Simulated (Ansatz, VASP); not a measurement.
## SiO2: VASP beside Ansatz

```
Si O
1.0
    -2.83790    2.83790    5.66021
     2.83790   -2.83790    5.66021
     2.83790    2.83790   -5.66021
Si O
4 8
Direct
  0.87500 0.26362 0.88862
  0.01362 0.62500 0.88862
  0.73638 0.12500 0.11138
  0.37500 0.98638 0.11138
  0.63373 0.13373 0.50000
  0.46788 0.96788 0.93575
  0.03212 0.53212 0.06425
  0.11627 0.11627 0.00000
  0.88373 0.88373 0.00000
  0.86627 0.36627 0.50000
  0.28212 0.71788 0.00000
  0.71788 0.28212 0.00000
```

Alike in both runs: task single point; functional PBE; k mesh 7 × 7 × 7; occupations fermi-dirac, width 0.05 eV; no spin polarisation.

```csv
,VASP,Ansatz
version,VASP 6.6.1,Ansatz 0.2.0
potentials or method,"VASP PAW PBE potentials, release 64 (Si, O), cutoff 520 eV",Ansatz PAW
valence electrons in the cell,64,64
```

Ansatz gave:

```
gap on the k mesh at the Fermi level (eV)                     : 4.84
least direct gap on the mesh (eV)                             : 4.84
pressure (GPa)                                                : -0.1
traceless stress, the component that is largest in VASP (GPa) : -0.21
rms of the force components (eV/Å)                            : 0.004
```

Q: What did VASP give for the same quantities?

A: gap on the k mesh at the Fermi level (eV): 4.84; least direct gap on the mesh (eV): 4.84; pressure (GPa): 0.1; traceless stress, the component that is largest in VASP (GPa): -0.03; rms of the force components (eV/Å): 0.004.

Atom by atom the forces differ by 0.003 eV/Å (rms over components).

Noted on Ansatz's run: odd divisions of the mesh miss points on the zone boundary, where band edges often lie, so the gap on the mesh can be too wide.
